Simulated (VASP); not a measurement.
**Cs: single point with PBE**

Crystal: Cs.

```
Cs
1.0
    -2.87138    2.87138    3.17362
     2.87138   -2.87138    3.17362
     2.87138    2.87138   -3.17362
Cs
1
Cartesian
  0.0000 0.0000 0.0000
```

This cell differs from its parent crystal: strain -0.050 along x and y, +0.050 along z.

| Item | Value |
| --- | --- |
| Program | VASP 6.6.1 |
| Task | single point |
| Functional | PBE |
| Potentials or basis | VASP PAW PBE potentials, release 64 (Cs_sv) |
| Cutoff | 520 eV |
| k mesh | 12 × 12 × 12 |
| Occupations | gaussian, width 0.15 eV |
| Spin | no spin polarisation |

```yaml
Pressure: 0.3 GPa
```

Levels at points of the mesh, in eV from the Fermi level:
| k point | band 3 | band 4 | band 5 | band 6 | band 7 | band 8 |
| --- | --- | --- | --- | --- | --- | --- |
| (0.00, 0.00, 0.00) | -10.54 | -10.54 | -1.78 | 2.44 | 2.44 | 2.86 |
| (0.50, 0.00, 0.00) | -10.59 | -10.54 | -0.04 | 0.92 | 1.80 | 3.07 |
| (0.50, 0.50, 0.00) | -10.61 | -10.55 | 0.05 | 1.14 | 1.35 | 3.70 |
| (0.50, 0.50, 0.50) | -10.65 | -10.65 | 0.46 | 0.67 | 2.73 | 3.55 |

Wall time 92 s on 1 thread of AMD EPYC 9R45 96-Core Processor (Zen 5), with other jobs on the host, peak memory 0.31 GiB.

Caveat: the cell differs from its parent crystal (strain -0.050 along x and y, +0.050 along z); spin-orbit coupling is left out, which moves the levels of the heavy elements.
